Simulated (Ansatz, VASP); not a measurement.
# One calculation of Nb, two programs

The input INCAR:

```
SYSTEM = Nb
PREC = Accurate
ENCUT = 520
EDIFF = 1E-6
ISMEAR = 0
SIGMA = 0.15
LREAL = .False.
LASPH = .True.
NELM = 100
ALGO = Fast
ISIF = 2
LWAVE = .False.
LCHARG = .True.
GGA = PE
LELF = .True.
LVHAR = .True.
NBANDS = 12
```

KPOINTS

```
Automatic mesh
0
Gamma
  20 20 20
  0 0 0
```

POSCAR

```
Nb
1.0
   -1.5807525000      1.5807525000      1.5807525000
    1.5807525000     -1.5807525000      1.5807525000
    1.5807525000      1.5807525000     -1.5807525000
Nb
1
Direct
    0.0000000000      0.0000000000      0.0000000000
```

Input for Ansatz:

```yaml
crystal:
  lattice:
    - [-1.5807525, 1.5807525, 1.5807525]
    - [1.5807525, -1.5807525, 1.5807525]
    - [1.5807525, 1.5807525, -1.5807525]
  atoms:
    - { symbol: Nb, position: [0.0, 0.0, 0.0] }
basis:
  ecutwfc: 420
kpoints:
  mp_grid: { grid: [20, 20, 20] }
hamiltonian:
  xc: pbe
scf:
  occupations: { method: gaussian, width: 0.15 }
output:
  forces: true
  stress: true
  eigenvalues: true
```

Change from the starting cell: strain -0.050 along x and y, -0.050 along z, atoms carried along.

Alike in both runs: task single point; functional PBE; k mesh 20 × 20 × 20; occupations gaussian, width 0.15 eV; no spin polarisation.

```csv
,VASP,Ansatz
version,VASP 6.6.1,Ansatz 0.2.0
potentials or method,"VASP PAW PBE potentials, release 64 (Nb_sv), cutoff 520 eV","scalar-relativistic, plane waves, PAW"
valence electrons in the cell,13,13
```

Ansatz gave:

- gap on the k mesh at the Fermi level (eV): none
- pressure (GPa): 30.3

**Question.** Which values does VASP return?

**Answer.** gap on the k mesh at the Fermi level (eV): none; pressure (GPa): 29.9.

A gap of «none» marks a metal or a gap that the smearing closes. Both programs put the cell under a high pressure, so it lies far from rest at this level.
